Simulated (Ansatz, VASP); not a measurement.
## One calculation of EuO, two programs

File INCAR:

```
SYSTEM = EuO
  ALGO = Normal
  EDIFF = 1E-6
  ENCUT = 600
  GGA = CA
  GGA_COMPAT = .False.
  ISIF = 2
  ISMEAR = -1
  ISPIN = 2
  LASPH = .True.
  LCHARG = .True.
  LDAU = .True.
  LDAUJ = 0 0
  LDAUL = 3 -1
  LDAUPRINT = 1
  LDAUTYPE = 2
  LDAUU = 6 0
  LELF = .True.
  LMAXMIX = 6
  LORBIT = 11
  LREAL = .False.
  LVHAR = .True.
  LWAVE = .False.
  MAGMOM = 7 0
  NBANDS = 22
  NELM = 200
  PREC = Accurate
  SIGMA = 0.1
```

Contents of KPOINTS:

```
k-points
0
Gamma
  9 9 9
  0 0 0
```

The input POSCAR:

```
EuO
1.0
    0.0000000000      2.5719500000      2.5719500000
    2.5719500000      0.0000000000      2.5719500000
    2.5719500000      2.5719500000      0.0000000000
Eu O
1 1
Direct
    0.0000000000      0.0000000000      0.0000000000
    0.5000000000      0.5000000000      0.5000000000
```

Input for Ansatz:

```yaml
crystal:
  lattice:
    - [0.0, 2.57195, 2.57195]
    - [2.57195, 0.0, 2.57195]
    - [2.57195, 2.57195, 0.0]
  atoms:
    - { symbol: Eu, position: [0.0, 0.0, 0.0] }
    - { symbol: O, position: [0.5, 0.5, 0.5] }
basis:
  ecutwfc: 450.0
kpoints:
  mp_grid:
    grid: [9, 9, 9]
hamiltonian:
  xc: lda
  hubbard:
    - { species: Eu, l: f, u_eff: 6.0 }
magnetization:
  spin_polarized: true
  per_species:
    Eu: 7.0
scf:
  occupations:
    method: fermi_dirac
output:
  eigenvalues: true
```

Alike in both runs: task single point; functional LDA; k mesh 9 × 9 × 9; collinear spin; Hubbard terms Eu f U = 6.0 eV.

|  | VASP | Ansatz |
| --- | --- | --- |
| version | VASP 6.6.1 | Ansatz 0.2.0 |
| potentials or method | VASP PAW PBE potentials, release 64 (Eu, O), cutoff 600 eV | plane waves, PAW |
| occupations | fermi-dirac, width 0.1 eV | fermi-dirac |
| valence electrons in the cell | 23 | 23 |

```tsv
	VASP	Ansatz	Ansatz less VASP
gap on the k mesh at the Fermi level (eV)	none	none	-
net moment per atom (μB)	3.50	3.50	0.000
size of the moment on the site where the two differ most (μB)	0.08	0.08	-0.009
```

VASP's potentials were made for PBE, not for LDA. LDA's correlation is that of Perdew and Zunger in VASP and of Perdew and Wang (1992) in Ansatz. Site moments also hang on the region over which each program counts them. The programs project onto different local orbitals, so the same U acts differently, and such runs can settle in different states. A gap of «none» marks a metal or a gap that the smearing closes. Ansatz's warnings: stability check not made.

Spin-orbit coupling is off throughout.
